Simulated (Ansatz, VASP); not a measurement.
Two plane-wave programs on Be2C

Contents of INCAR:

```
  ALGO = Normal
  EDIFF = 1E-7
  EDIFFG = -0.02
  ENCUT = 520
  GGA = PE
  GGA_COMPAT = F
  IBRION = 2
  ISIF = 2
  ISMEAR = -1
  LASPH = T
  LCHARG = F
  LREAL = F
  LWAVE = F
  NELM = 120
  NELMIN = 4
  NSW = 80
  PREC = Accurate
  SIGMA = 0.02
```

KPOINTS

```
k-points
0
Gamma
  11 11 11
```

Contents of POSCAR:

```
Be2C
1.0
    0.0000000000      2.1650000000      2.1650000000
    2.1650000000      0.0000000000      2.1650000000
    2.1650000000      2.1650000000      0.0000000000
Be C
2 1
Direct
    0.2500000000      0.2500000000      0.2500000000
    0.7500000000      0.7500000000      0.7500000000
    0.0000000000      0.0000000000      0.0000000000
```

Input for Ansatz:

```yaml
crystal:
  lattice:
    - [0.0, 2.165, 2.165]
    - [2.165, 0.0, 2.165]
    - [2.165, 2.165, 0.0]
  atoms:
    - { symbol: Be, position: [0.25, 0.25, 0.25] }
    - { symbol: Be, position: [0.75, 0.75, 0.75] }
    - { symbol: C, position: [0.0, 0.0, 0.0] }
kpoints:
  mp_grid: { grid: [11, 11, 11] }
scf:
  occupations: { method: fermi_dirac, width: 0.02 }
hamiltonian:
  xc: pbe
  pseudopotentials: { kind: paw, frozen_core: stored }
output:
  forces: true
  stress: true
  populations: true
  efg: { quadrupole_moments_barn: { Be: 0.05288 } }
relax:
  f_tol: 0.02
  max_steps: 60
```

Alike in both runs: task relaxation of the atoms; functional PBE; k mesh 11 × 11 × 11; occupations fermi-dirac, width 0.02 eV; no spin polarisation.

|  | VASP | Ansatz |
| --- | --- | --- |
| version | VASP 6.6.1 | Ansatz 0.2.0 |
| potentials or method | VASP PAW PBE potentials, release 64 (Be, C) | plane-wave PAW, scalar-relativistic |
| plane-wave cutoff (eV) | 520 | 420 |
| valence electrons in the cell | 8 | 8 |

Ansatz gave:

- gap on the k mesh at the Fermi level, each at its own relaxed structure (eV): 1.27

Which values does VASP return?

gap on the k mesh at the Fermi level, each at its own relaxed structure (eV): 1.25.

Ansatz's warnings: stress scf threshold loose.

Noted on VASP's run: the relaxation stopped at its first step, so nothing moved.
